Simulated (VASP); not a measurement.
Here is a VASP 6.6.1 calculation.

INCAR

```
SYSTEM = MnSi
PREC = Accurate ; ENCUT = 520
EDIFF = 1E-7 ; ISMEAR = 0
SIGMA = 0.1 ; LREAL = .False.
LASPH = .True. ; NELM = 100
ALGO = Normal ; ISIF = 2
LWAVE = .False. ; LCHARG = .False.
NBANDS = 44
```

File KPOINTS:

```
regular mesh
0
Gamma
  4 4 4
  0 0 0
```

The input POSCAR:

```
MnSi
1.0
    4.4184114511      0.0000000000      0.0000000000
    0.0000000000      4.4184114511      0.0000000000
    0.0000000000      0.0000000000      4.4184114511
Mn Si
4 4
Direct
    0.3621833213      0.1378166787      0.8621833213
    0.1378166787      0.8621833213      0.3621833213
    0.8621833213      0.3621833213      0.1378166787
    0.6378166787      0.6378166787      0.6378166787
    0.6544922303      0.8455077697      0.1544922303
    0.8455077697      0.1544922303      0.6544922303
    0.1544922303      0.6544922303      0.8455077697
    0.3455077697      0.3455077697      0.3455077697
```

Potentials or basis: VASP PAW LDA potentials, release 64 (Mn_pv, Si).

Launch:

```bash
$ cat potpaw_LDA.64/Mn_pv/POTCAR potpaw_LDA.64/Si/POTCAR > POTCAR
$ mpirun -np 1 vasp_std > vasp.out
```

(1) Estimate the band gap on the k mesh.

(2) What does it give for the largest force?

Results:

(1) zero (bands 34 and 35 overlap by 0.41 eV).

(2) 0.016 eV/Å.

Caveat: the run has no spin polarisation, though such a crystal can be magnetic.
